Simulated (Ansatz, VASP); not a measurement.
# V in VASP and in Ansatz

```
V
1.0
     2.18155    1.25952    0.81627
    -2.18155    1.25952    0.81627
     0.00000   -2.51904    0.81627
V
1
Direct
  0.00000 0.00000 0.00000
```

Change from the starting cell: the structure that the rattled cell fell into.

Alike in both runs: functional PBE; k mesh 12 × 12 × 12; occupations gaussian, width 0.1 eV; no spin polarisation.

Ansatz relaxed the structure, and its values are those at the end. VASP's run is a single point on that final structure, the one shown.

|  | VASP | Ansatz |
| --- | --- | --- |
| version | VASP 6.6.1 | Ansatz 0.2.0 |
| potentials or method | VASP PAW PBE potentials, release 64 (V_sv), cutoff 520 eV | scalar-relativistic, plane waves, PAW |
| valence electrons in the cell | 13 | 13 |

VASP gave:

- gap on the k mesh at the Fermi level (eV): none
- pressure (GPa): 0.6

Problem. What did Ansatz give for the same quantities?

Solution. gap on the k mesh at the Fermi level (eV): none; pressure (GPa): 0.2.

A gap of «none» marks a metal or a gap that the smearing closes. The functional is the same, so the differences come from potentials, cutoffs and numerics.
